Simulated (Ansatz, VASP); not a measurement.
# Al: VASP beside Ansatz

```
Al
1.0
     5.52277    0.01517   -0.04547
     2.88394   -0.00196    4.84276
     2.74829   -4.95530   -0.01297
Al
8
Direct
  0.19999 0.02943 0.01175
  0.75439 0.43929 0.05060
  0.77344 0.99130 0.49768
  0.27952 0.49364 0.50486
  0.19673 0.02247 0.52399
  0.73302 0.55734 0.52783
  0.80162 0.99098 0.94496
  0.26129 0.47554 0.93834
```

Change from the starting cell: cell x8, atoms moved at random (sigma 0.15 Å) and cell strained at random (1.5 %), then relaxed without symmetry.

Alike in both runs: task relaxation of cell and atoms; functional PBE; k mesh 6 × 4 × 6; occupations gaussian, width 0.2 eV; no spin polarisation.

```csv
,VASP,Ansatz
version,VASP 6.6.1,Ansatz 0.2.0
potentials or method,"VASP PAW PBE potentials, release 64 (Al), cutoff 600 eV","scalar-relativistic, plane waves, PAW"
valence electrons in the cell,24,24
```

Ansatz gave:

```
gap on the k mesh at the Fermi level, each at its own relaxed structure (eV)  : none
relaxed volume (Å³/atom)                                                      : 16.63
relaxed length of the cell vector where the two differ most in proportion (Å) : 5.441
```

Question: Estimate VASP's values.

Answer: gap on the k mesh at the Fermi level, each at its own relaxed structure (eV): none; relaxed volume (Å³/atom): 16.48; relaxed length of the cell vector where the two differ most in proportion (Å): 5.725.

A gap of «none» marks a metal or a gap that the smearing closes.
